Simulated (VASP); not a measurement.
## Lu: single point with PBEsol

Crystal: Lu.

```
Lu
1.0
     0.00000    3.63509    3.63509
     3.63509    0.00000    3.63509
     3.63509    3.63509    0.00000
Lu
2
Direct
  0.12500 0.12500 0.12500
  0.87500 0.87500 0.87500
```

This isn't the form of Lu at room conditions, which is hcp.

| Property | Result |
| --- | --- |
| Program | VASP 6.6.1 |
| Task | single point |
| Functional | PBEsol |
| Potentials or basis | VASP PAW PBE potentials, release 64 (Lu) |
| Cutoff | 520 eV |
| k mesh | 9 × 9 × 9 |
| Occupations | fermi-dirac, width 0.1 eV |
| Spin | no spin polarisation |

```json
{
  "Pressure": "-0.4 GPa",
  "Band gap on the k mesh": "zero (bands 25 and 26 overlap by 1.20 eV)"
}
```

Levels at points of the mesh, in eV from the Fermi level:
```
           k point  band 20  band 21  band 22  band 23  band 24  band 25  band 26  band 27  band 28  band 29
(0.00, 0.00, 0.00)    -5.73    -5.73    -5.73    -4.51     0.37     0.37     0.50     0.50     0.50     1.92
```

Run time: 2.4 min on 1 thread of Oxide Virtual Turin-like Processor, with other jobs on the host, peak memory 0.25 GiB.

Caveat: the PAW data sets were made with another functional, which shifts forces and pressure a little; spin-orbit coupling is left out, which moves the levels of the heavy elements.
